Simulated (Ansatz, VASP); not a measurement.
SrCl2 in VASP and in Ansatz

```xyz
3
Lattice="3.4975 3.4975 0.0000 -3.4975 3.4975 0.0000 0.0000 3.4975 3.4975" Properties=species:S:1:pos:R:3 pbc="T T T"
Sr    0.0000    0.0000    0.0000
Cl   -1.7487    5.2462    1.7487
Cl    1.7487    5.2462    1.7487
```

Alike in both runs: functional r2SCAN; k mesh 10 × 10 × 10; occupations fermi-dirac, width 0.1 eV; no spin polarisation.

Ansatz relaxed the structure, and its values are those at the end. VASP's run is a single point on that final structure, the one shown.

|  | VASP | Ansatz |
| --- | --- | --- |
| version | VASP 6.6.1 | Ansatz 0.2.0 |
| potentials or method | VASP PAW PBE potentials, release 64 (Sr_sv, Cl) | PAW with Ansatz's default frozen-core files, scalar-relativistic |
| plane-wave cutoff (eV) | 520 | 500 |
| valence electrons in the cell | 24 | 24 |

```csv
,VASP,Ansatz,Ansatz less VASP
gap on the k mesh at the Fermi level (eV),5.94,5.94,0.000
pressure (GPa),0.0,0.0,-0.04
```

VASP's potentials were made for PBE, not for r2SCAN.
